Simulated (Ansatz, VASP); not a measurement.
**Two plane-wave programs on CrAgAs2**

Contents of INCAR:

```
SYSTEM = CrAgAs2
ALGO = Normal
EDIFF = 1E-7
ENCUT = 520
GGA = PS
ISIF = 2
ISMEAR = -1
LASPH = .TRUE.
LCHARG = .FALSE.
LREAL = .FALSE.
LWAVE = .FALSE.
NBANDS = 24
NELM = 80
PREC = Accurate
SIGMA = 0.1
```

KPOINTS

```
k-points
0
G
  10 10 10
  0 0 0
```

Contents of POSCAR:

```
CrAgAs2
1.0
    1.7171410000      2.9741740000      0.0000000000
   -1.7171410000      2.9741740000      0.0000000000
    0.0000000000     -1.9827790000      7.0916040000
As Ag Cr
2 1 1
Direct
    0.1250000000      0.1250000000      0.3750000000
    0.8750000000      0.8750000000      0.6250000000
    0.0000000000      0.0000000000      0.0000000000
    0.5000000000      0.5000000000      0.5000000000
```

Input for Ansatz:

```yaml
crystal:
  lattice:
    - [1.717141, 2.974174, 0.0]
    - [-1.717141, 2.974174, 0.0]
    - [0.0, -1.982779, 7.091604]
  atoms:
    - { symbol: As, position: [0.125, 0.125, 0.375] }
    - { symbol: As, position: [0.875, 0.875, 0.625] }
    - { symbol: Ag, position: [0.0, 0.0, 0.0] }
    - { symbol: Cr, position: [0.5, 0.5, 0.5] }
  symmetry: { tolerance: 0.0003 }
kpoints:
  mp_grid: { grid: [10, 10, 10], shift: [0, 0, 0] }
  band_path:
    path:
      - [0.0, 0.0, 0.0]
      - [0.0, 0.0, 0.5]
      - [0.32030436, -0.32030436, 0.5]
      - [0.32030436, -0.35939128, 0.17969564]
      - [0.5, 0.0, 0.0]
      - [0.0, 0.0, 0.0]
      - [0.33984782, -0.33984782, 0.0]
      - [0.32030436, -0.33984782, 0.33984782]
      - [0.0, -0.5, 0.5]
      - [0.0, 0.0, 0.0]
    npoints: 6
magnetization:
  spin_polarized: false
scf:
  occupations: { method: fermi_dirac }
  lower_state_search: "off"
  max_iter: 200
hamiltonian:
  pseudopotentials: { kind: paw }
  xc: pbesol
basis:
  ecutwfc: 420
  fft_grid_basis: typed
output:
  forces: true
  stress: true
  eigenvalues: true
  bader: true
  populations: true
  elf: true
  write_potential: true
  volumetric_format: npy
  dos:
    e_range: [-12, 8]
    de: 0.05
    projected: { site_lists: { Ag: [Ag], As: [As], Cr: [Cr] } }
checkpoint:
  read: saved_state
```

Alike in both runs: task single point; functional PBEsol; k mesh 10 × 10 × 10; no spin polarisation.

|  | VASP | Ansatz |
| --- | --- | --- |
| version | VASP 6.6.1 | Ansatz 0.2.0 |
| potentials or method | VASP PAW PBE potentials, release 64 (As, Ag, Cr_pv), cutoff 520 eV | PAW plane waves |
| occupations | fermi-dirac, width 0.1 eV | fermi-dirac |
| valence electrons in the cell | 33 | 63 |

|  | VASP | Ansatz | Ansatz less VASP |
| --- | --- | --- | --- |
| rms of the force components (eV/Å) | 2.436 | 2.401 | -0.0355 |

VASP's potentials were made for PBE, not for PBEsol. Atom by atom the forces differ by 0.035 eV/Å (rms over components). VASP's potentials hold 33 valence electrons a cell and Ansatz's 63, so a difference there can come from the potentials and not from the codes. Ansatz's warnings: structure snapped to symmetry.
